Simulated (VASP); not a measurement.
# Cu (Fm-3m) in VASP: settings compared, part 3 of 3

VASP 6.6.1.

## 4. Single point, LDA

INCAR

```
SYSTEM = Cu
PREC = Accurate ; ENCUT = 600
EDIFF = 1E-6 ; ISMEAR = -1
SIGMA = 0.05 ; LREAL = .False.
LASPH = .True. ; NELM = 120
ALGO = Normal ; ISIF = 2
LWAVE = .False. ; LCHARG = .False.
GGA = CA ; NBANDS = 12
GGA_COMPAT = .False.
```

KPOINTS

```
Automatic mesh
0
Gamma
  13 13 13
  0 0 0
```

POSCAR

```
Cu
1.0
    0.0000000000      1.7830713297      1.7830713297
    1.7830713297      0.0000000000      1.7830713297
    1.7830713297      1.7830713297      0.0000000000
Cu
1
Direct
    0.0000000000      0.0000000000      0.0000000000
```

Potentials or basis: VASP PAW LDA potentials, release 64 (Cu).

The run is started by

```
> cat potpaw_LDA.64/Cu/POTCAR > POTCAR
> mpirun -np 1 vasp_std > vasp.out
```

OUTCAR:

```text
SYSTEM = Cu
   PREC = Accurate
   ENCUT = 600
   EDIFF = 1E-6
   ISMEAR = -1
   LREAL = .False.
   LASPH = .True.
   NELM = 120
   ISIF = 2
   GGA = CA

 ion  position               nearest neighbor table
   1  0.000  0.000  0.000-

  LATTYP: Found a face centered cubic cell.
 ALAT       =     3.5661426594

  Lattice vectors:

 A1 = (   0.0000000000,   1.7830713297,   1.7830713297)
 A2 = (   1.7830713297,   0.0000000000,   1.7830713297)
 A3 = (   1.7830713297,   1.7830713297,   0.0000000000)

Analysis of symmetry for initial positions (statically):
=====================================================================
 Subroutine PRICEL returns:
 Original cell was already a primitive cell.

 Routine SETGRP: Setting up the symmetry group for a
 face centered cubic supercell.

 Subroutine GETGRP returns: Found 48 space group operations
[... 9 lines left out ...]

 Routine SETGRP: Setting up the symmetry group for a
 face centered cubic supercell.

 Subroutine GETGRP returns: Found 48 space group operations
[... 11 lines left out ...]
                                     Primitive cell

  volume of cell :      11.3380

  direct lattice vectors                    reciprocal lattice vectors
     0.000000000  1.783071330  1.783071330    -0.280415030  0.280415030  0.280415030
     1.783071330  0.000000000  1.783071330     0.280415030 -0.280415030  0.280415030
     1.783071330  1.783071330  0.000000000     0.280415030  0.280415030 -0.280415030

  length of vectors
     2.521643657  2.521643657  2.521643657     0.485693079  0.485693079  0.485693079

  position of ions in fractional coordinates (direct lattice)
     0.000000000  0.000000000  0.000000000

  ion indices of the primitive-cell ions
   primitive index   ion index
                 1           1

----------------------------------------------------------------------------------------

 KPOINTS: Automatic mesh

Automatic generation of k-mesh.
 Grid dimensions read from file:
 generate k-points for:   13   13   13

 Generating k-lattice:

  Cartesian coordinates                     Fractional coordinates (reciprocal lattice)
    -0.021570387  0.021570387  0.021570387     0.076923077  0.000000000  0.000000000
     0.021570387 -0.021570387  0.021570387     0.000000000  0.076923077  0.000000000
     0.021570387  0.021570387 -0.021570387     0.000000000  0.000000000  0.076923077

  Length of vectors
     0.037361006  0.037361006  0.037361006

  Shift w.r.t. Gamma in fractional coordinates (k-lattice)
     0.000000000  0.000000000  0.000000000

 Subroutine IBZKPT returns following result:
 ===========================================

 Found     84 irreducible k-points:

 Following reciprocal coordinates:
            Coordinates               Weight
  0.000000  0.000000  0.000000      1.000000
  0.076923  0.000000  0.000000      8.000000
  0.153846  0.000000  0.000000      8.000000
  0.230769  0.000000  0.000000      8.000000
  0.307692  0.000000  0.000000      8.000000
  0.384615  0.000000  0.000000      8.000000
[... 16 lines left out ...]
  0.384615  0.153846  0.000000     24.000000
  0.461538  0.153846  0.000000     24.000000
 [... further k-points ...]
   k-points           NKPTS =     84   k-points in BZ     NKDIM =     84   number of bands    NBANDS=     12
   number of dos      NEDOS =    301   number of ions     NIONS =      1
   total plane-waves  NPLWV =   8000
   dimension x,y,z NGX =    20 NGY =   20 NGZ =   20
   dimension x,y,z NGXF=    40 NGYF=   40 NGZF=   40
   ions per type =               1
   NGX,Y,Z   is equivalent  to a cutoff of  13.19, 13.19, 13.19 a.u.
   NGXF,Y,Z  is equivalent  to a cutoff of  26.37, 26.37, 26.37 a.u.
 SYSTEM =  Cu
   PREC   = accura    normal or accurate (medium, high low for compatibility)
   ISTART =      0    job   : 0-new  1-cont  2-samecut
   ICHARG =      2    charge: 1-file 2-atom 10-const
   ISPIN  =      1    spin polarized calculation?
   LNONCOLLINEAR =      F non collinear calculations
   LSORBIT =      F    spin-orbit coupling
   LASPH  =      T    aspherical Exc in radial PAW
   ENCUT  =  600.0 eV  44.10 Ry    6.64 a.u.   5.04  5.04  5.04*2*pi/ulx,y,z
   NELM   =    120;   NELMIN=  2; NELMDL= -5     # of ELM steps
   EDIFF  = 0.1E-05   stopping-criterion for ELM
   LREAL  =      F    real-space projection
   EDIFFG = 0.1E-04   stopping-criterion for IOM
   NSW    =      0    number of steps for IOM
   IBRION =     -1    ionic relax: 0-MD 1-quasi-New 2-CG
   NFREE  =      0    steps in history (QN), initial steepest desc. (CG)
   ISIF   =      2    stress and relaxation
   ISYM   =      2    0-nonsym 1-usesym 2-fastsym
   POTIM  = 0.5000    time-step for ionic-motion
   TEBEG  =    0.0;   TEEND  =   0.0 temperature during run
   PSTRESS=    0.0 pullay stress
   NELECT =      11.0000    total number of electrons
   NUPDOWN=      -1.0000    fix difference up-down
   EMIN   =  10.00;   EMAX   =-10.00  energy-range for DOS
   EFERMI =   0.00;   METHOD = LEGACY
   ISMEAR =    -1;   SIGMA  =   0.05  broadening in eV -4-tet -1-fermi 0-gaus
   EFERMI_NEDOS =   21; number of points for ismear=-14 and -15
   IALGO  =     38    algorithm
   IMIX   =      4    mixing-type and parameters
     AMIX     =   0.40;   BMIX     =  1.00
     AMIX_MAG =   1.60;   BMIX_MAG =  1.00
  volume/ion in A,a.u.               =      11.34        76.51
  Fermi-wavevector in a.u.,A,eV,Ry     =   1.620667  3.062616 35.736521  2.626560
  Thomas-Fermi vector in A             =   2.714568
   LORBIT       =      0    0 simple, 1 ext, 2 COOP (PROOUT), +10 PAW based schemes
   GGA     = CA    functional components
   LHFCALC =     F    Hartree Fock is set to
   AEXX    =    0.0000 exact exchange contribution
   IVDW    =     0    specifies the selected vdW correction
   LEPSILON=     F    determine dielectric tensor
   LRPA    =     F    only Hartree local field effects (RPA)
 non-spin polarized calculation
  energy-cutoff  :      600.00
  volume of cell :       11.34
 maximum number of plane-waves:       388
   NGX =  9   NGY =  9   NGZ =  9

 number of electron      11.0000013 magnetization

 Free energy of the ion-electron system (eV)
  ---------------------------------------------------
  ext. energy  EPLUGINS =         0.00000000
  ---------------------------------------------------
  free energy    TOTEN  =        -4.70243169 eV

  energy without entropy =       -4.69977947  energy(sigma->0) =       -4.70110558

 E-fermi :   8.0416     XC(G=0): -13.3431

 val. band max:        7.8482683240   @ k =   0.4615   0.2308   0.0000
 cond. band min:       8.0522950977   @ k =   0.4615   0.3077   0.0000
 fundamental gap:      0.2040267737
 Fermi energy:         8.0415752196

 k-point     1 :       0.0000    0.0000    0.0000
  band No.  band energies     occupation
      1      -1.8023      2.00000
      2       4.6548      2.00000
      3       4.6548      2.00000
      4       4.6548      2.00000
      5       5.5467      2.00000
      6       5.5467      2.00000
      7      30.8679      0.00000
      8      33.6555      0.00000
      9      33.6555      0.00000
     10      33.6555      0.00000
     11      36.2253      0.00000
     12      36.2253      0.00000

 k-point     2 :       0.0769    0.0000    0.0000
  band No.  band energies     occupation
      1      -1.5808      2.00000
      2       4.6068      2.00000
      3       4.6975      2.00000
      4       4.6975      2.00000
      5       5.5303      2.00000
      6       5.5303      2.00000
      7      29.4738      0.00000
      8      31.8835      0.00000
      9      33.0411      0.00000
     10      33.0411      0.00000
     11      37.1395      0.00000
     12      37.1395      0.00000

 k-point     3 :       0.1538    0.0000    0.0000
  band No.  band energies     occupation
      1      -0.9322      2.00000
      2       4.4900      2.00000
      3       4.7900      2.00000
      4       4.7900      2.00000
      5       5.5144      2.00000
      6       5.5144      2.00000
      7      25.5900      0.00000
      8      31.4280      0.00000
      9      32.1155      0.00000
     10      32.1155      0.00000
     11      38.1273      0.00000
     12      38.5488      0.00000
[... 286 lines left out ...]
 k-point    23 :       0.3846    0.1538    0.0000
  band No.  band energies     occupation
      1       2.1844      2.00000
      2       4.1081      2.00000
      3       4.6063      2.00000
      4       5.0347      2.00000
      5       6.0714      2.00000
      6       6.3747      2.00000
      7      17.2933      0.00000
      8      26.2766      0.00000
      9      26.5530      0.00000
     10      28.9558      0.00000
     11      38.0254      0.00000
     12      39.4343      0.00000

 k-point    24 :       0.4615    0.1538    0.0000
  band No.  band energies     occupation
      1       2.7838      2.00000
      2       4.2883      2.00000
      3       4.6721      2.00000
      4       4.9551      2.00000
      5       6.1697      2.00000
      6       7.5109      1.99995
      7      14.1328      0.00000
      8      25.1350      0.00000
      9      26.4622      0.00000
     10      28.7710      0.00000
     11      38.6614      0.00000
     12      38.7829      0.00000

 [... further k-points ...]
[... 5 lines left out ...]
  --------------------------------------------------------------------------------------
  -------------------------------------------------------------------------------------
  Total       -0.4346002     -0.4346002     -0.4346002      0.0000000      0.0000000      0.0000000
  in kB      -61.4135781    -61.4135781    -61.4135781      0.0000000      0.0000000      0.0000000
  external PRESSURE =     -61.4135781 kB  Pullay stress =       0.0000000 kB

 VOLUME and BASIS-vectors are now :
 -----------------------------------------------------------------------------
  energy-cutoff  :      600.00
  volume of cell :       11.34
      direct lattice vectors                 reciprocal lattice vectors
     0.000000000  1.783071330  1.783071330    -0.280415030  0.280415030  0.280415030
     1.783071330  0.000000000  1.783071330     0.280415030 -0.280415030  0.280415030
     1.783071330  1.783071330  0.000000000     0.280415030  0.280415030 -0.280415030

 POSITION                                       TOTAL-FORCE (eV/Angst)
 -----------------------------------------------------------------------------------
      0.00000      0.00000      0.00000        -0.000000      0.000000      0.000000
 -----------------------------------------------------------------------------------
    total drift:                               -0.000000     -0.000000     -0.000000

  FREE ENERGIE OF THE ION-ELECTRON SYSTEM (eV)
  ---------------------------------------------------
  free  energy   TOTEN  =        -4.7024316866 eV

  energy  without entropy=       -4.6997794662  energy(sigma->0) =       -4.70110558
```

OSZICAR:

```text
N       E                     dE             d eps       ncg     rms          rms(c)
DAV:   1     0.454968133897E+02    0.45497E+02   -0.58666E+03  2212   0.177E+03
DAV:   2    -0.411245562935E+01   -0.49609E+02   -0.45776E+02  2084   0.220E+02
DAV:   3    -0.569905315442E+01   -0.15866E+01   -0.15760E+01  2340   0.445E+01
DAV:   4    -0.570951533845E+01   -0.10462E-01   -0.10461E-01  2352   0.319E+00
DAV:   5    -0.570960741608E+01   -0.92078E-04   -0.92076E-04  2368   0.300E-01    0.802E+00
DAV:   6    -0.510888227874E+01    0.60073E+00   -0.15574E+01  2400   0.784E+01    0.397E+00
DAV:   7    -0.471853900253E+01    0.39034E+00   -0.24046E+00  2412   0.310E+01    0.582E-01
DAV:   8    -0.470429554051E+01    0.14243E-01   -0.60650E-03  2412   0.131E+00    0.316E-01
DAV:   9    -0.470241899784E+01    0.18765E-02   -0.93040E-03  2472   0.170E+00    0.147E-02
DAV:  10    -0.470242960180E+01   -0.10604E-04   -0.25272E-05  2592   0.747E-02    0.473E-03
DAV:  11    -0.470243168506E+01   -0.20833E-05   -0.60036E-07  1724   0.959E-03    0.482E-04
DAV:  12    -0.470243168657E+01   -0.15116E-08   -0.67786E-08  1260   0.313E-03
   1 F= -.47024317E+01 E0= -.47011056E+01  d E =-.265222E-02
```

Run time: 6.7 s. Hardware: 1 thread of AMD EPYC 9R45 (Zen 5), shared host; peak memory 0.09 GiB.

What came out:

| Item | Value |
| --- | --- |
| Free energy | -4.7024 eV |
| Pressure | -6.1 GPa |

## 5. Summary

```csv
level,potentials or basis,cell,gap on the mesh (eV),pressure (GPa)
revPBE+D4,"VASP PAW PBE potentials, release 64 (Cu)","a = 2.522 Å, angles 60.0°, 1 atom",none,-1.0
LDA,"VASP PAW LDA potentials, release 64 (Cu)","a = 2.504 Å, angles 60.0°, 1 atom",none,-2.7
LDA,"VASP PAW LDA potentials, release 64 (Cu)","a = 2.522 Å, angles 60.0°, 1 atom",none,-6.1
```

Alike in all rows: task single point; no spin polarisation; k mesh 13 × 13 × 13; cutoff (eV) 600; smearing fermi-dirac 0.05 eV.

Caveats: the PAW data sets were made with another functional, which shifts forces and pressure a little (some runs); pairwise dispersion overbinds metals, which lowers pressure and volume (some runs).

Total energies depend on the potentials used, so only differences within one code and one set of settings carry meaning.
